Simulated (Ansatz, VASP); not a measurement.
One calculation of NaI, two programs

POSCAR

```
NaI
1.0
    0.0000000000      3.2297205553      3.2297205553
    3.2297205553      0.0000000000      3.2297205553
    3.2297205553      3.2297205553      0.0000000000
Na I
1 1
Direct
    0.0000000000      0.0000000000      0.0000000000
    0.5000000000      0.5000000000      0.5000000000
```

Contents of INCAR.step1:

```
SYSTEM = NaI
  PREC = Accurate
  ENCUT = 520
  EDIFF = 1E-5
  ISMEAR = 0
  SIGMA = 0.01
  LREAL = .False.
  LASPH = .True.
  NELM = 80
  ALGO = Normal
  ISIF = 2
  LWAVE = .True.
  LCHARG = .False.
  GGA = PE
  NBANDS = 14
```

INCAR.step2

```
SYSTEM = NaI
  PREC = Accurate
  ENCUT = 520
  EDIFF = 1E-6
  ISMEAR = 0
  SIGMA = 0.01
  LREAL = .False.
  LASPH = .True.
  NELM = 80
  ALGO = Normal
  ISIF = 2
  LWAVE = .False.
  LCHARG = .False.
  GGA = PE
  LHFCALC = .True.
  HFSCREEN = 0.2079
  PRECFOCK = Normal
  ISTART = 1
  NBANDS = 14
```

File KPOINTS:

```
Automatic mesh
0
Gamma
  4 4 4
  0 0 0
```

Input for Ansatz:

```yaml
crystal:
  lattice:
    - [0.0, 3.2297205553, 3.2297205553]
    - [3.2297205553, 0.0, 3.2297205553]
    - [3.2297205553, 3.2297205553, 0.0]
  atoms:
    - { symbol: Na, position: [0.0, 0.0, 0.0] }
    - { symbol: I, position: [0.5, 0.5, 0.5] }
kpoints:
  mp_grid: { grid: [4, 4, 4] }
hamiltonian:
  xc: hse06
scf:
  occupations: { method: fixed }
  n_extra_bands: 4
output:
  forces: true
  stress: true
  eigenvalues: true
  write_density: true
  write_potential: true
  elf: true
  volumetric_format: npy
```

Alike in both runs: task single point; functional HSE06; k mesh 4 × 4 × 4; no spin polarisation.

|  | VASP | Ansatz |
| --- | --- | --- |
| version | VASP 6.6.1 | Ansatz 0.2.0 |
| potentials or method | VASP PAW PBE potentials, release 64 (Na_pv, I) | plane waves, PAW |
| plane-wave cutoff (eV) | 520 | 420 |
| occupations | gaussian, width 0.01 eV | fixed |
| valence electrons in the cell | 14 | 26 |

Ansatz gave:

```
gap on the k mesh at the Fermi level (eV) : 4.69
pressure (GPa)                            : 0.3
```

What did VASP give for the same quantities?

gap on the k mesh at the Fermi level (eV): 4.67; pressure (GPa): 0.3.

VASP's potentials hold 14 valence electrons a cell and Ansatz's 26, so a difference there can come from the potentials and not from the codes. Ansatz's warnings: stress exchange threshold loose, stress scf threshold loose.

The k mesh is coarse, so the values compare programs but aren't converged. Neither program's run includes spin-orbit coupling.
